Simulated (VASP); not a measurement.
# Ta: single point with PBEsol

Crystal: Ta.

```
Ta
1.0
    -0.05122   -3.38653    3.31811
     3.22683   -3.33786   -0.00256
     3.24039    0.01612    3.28300
Ta
4
Direct
  0.00004 0.99999 0.99998
  0.24997 0.25000 0.25002
  0.49997 0.50002 0.50002
  0.75002 0.74998 0.74998
```

```json
{"Program": "VASP 6.6.1", "Task": "single point", "Functional": "PBEsol", "Potentials or basis": "VASP PAW PBE potentials, release 64 (Ta_pv)", "Cutoff": "520 eV", "k mesh": "10 × 10 × 10", "Occupations": "gaussian, width 0.15 eV", "Spin": "no spin polarisation"}
```

| Property | Result |
| --- | --- |
| Pressure | -4.9 GPa |
| Band gap on the k mesh | zero (bands 22 and 23 overlap by 2.26 eV) |

Stress tensor (GPa, compression positive):
```
-3.18 -1.34  0.81
-1.34 -6.79  0.66
 0.81  0.66 -4.63
```

Levels at points of the mesh, in eV from the Fermi level:
```tsv
k point	band 20	band 21	band 22	band 23	band 24	band 25
(0.00, 0.00, 0.00)	-1.11	-1.11	0.45	0.67	1.03	3.71
(0.50, 0.00, 0.00)	-1.48	-1.11	-1.11	-0.95	-0.95	4.06
(0.00, 0.50, 0.00)	-1.52	-1.07	-1.07	-0.92	-0.92	3.83
(0.50, 0.50, 0.00)	-1.00	1.31	1.31	1.44	1.44	1.62
(0.00, 0.00, 0.50)	-1.50	-1.09	-1.09	-0.92	-0.92	3.90
(0.50, 0.00, 0.50)	-0.93	1.06	1.06	1.39	1.39	1.41
(0.00, 0.50, 0.50)	-0.88	1.02	1.02	1.22	1.22	1.39
(0.50, 0.50, 0.50)	-1.52	-1.08	-1.08	-0.91	-0.90	3.90
```

Wall time 20 min on 1 thread of Intel Xeon 8259CL, on a shared host, peak memory 0.82 GiB.

Caveat: the cell stands under tension; the PAW data sets were made with another functional, which shifts forces and pressure a little; spin-orbit coupling is left out, which moves the levels of the heavy elements.
